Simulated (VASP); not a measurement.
Set up this calculation in VASP 6.6.1, as the native input.

```
Task                   : single point
Functional             : PBE
Potentials or basis    : VASP PAW PBE potentials, release 64 (Ca_sv, O)
Cutoff                 : 520 eV
k mesh                 : 10 × 10 × 10
Occupations            : fermi-dirac, width 0.02 eV
Spin                   : no spin polarisation
Dipole correction      : no
Further INCAR settings : ALGO = Normal; EDIFF = 1e-07; NBANDS = 15
```

The structure of CaO lies in POSCAR:

```
CaO
1.0
    0.0000000000      2.4215256273      2.4215256273
    2.4215256273      0.0000000000      2.4215256273
    2.4215256273      2.4215256273      0.0000000000
Ca O
1 1
Direct
    0.0000000000      0.0000000000      0.0000000000
    0.5000000000      0.5000000000      0.5000000000
```

This cell differs from its parent crystal: strain +1.0%.

These files were run (other wordings do the same):

INCAR

```
SYSTEM = CaO
PREC = Accurate
ENCUT = 520
EDIFF = 1E-7
ISMEAR = -1
SIGMA = 0.02
LREAL = .False.
LASPH = .True.
NELM = 80
ALGO = Normal
ISIF = 2
LWAVE = .False.
LCHARG = .False.
GGA = PE
NBANDS = 15
```

KPOINTS

```
regular mesh
0
Gamma
  10 10 10
  0 0 0
```

Potentials or basis: VASP PAW PBE potentials, release 64 (Ca_sv, O).

The run is started by

```bash
$ cat potpaw_PBE.64/Ca_sv/POTCAR potpaw_PBE.64/O/POTCAR > POTCAR
$ mpirun -np 1 vasp_std > vasp.out
```

Results of the run:

```yaml
Pressure: -0.3 GPa
Band_gap_on_the_k_mesh: 3.64 eV, indirect (least direct gap 4.02 eV)
```

Caveat: the cell differs from its parent crystal (strain +1.0%).

It took 35 s on 1 thread of AMD EPYC 7R43 64-Core Processor (Zen 3), with other jobs on the host, peak memory 0.13 GiB.
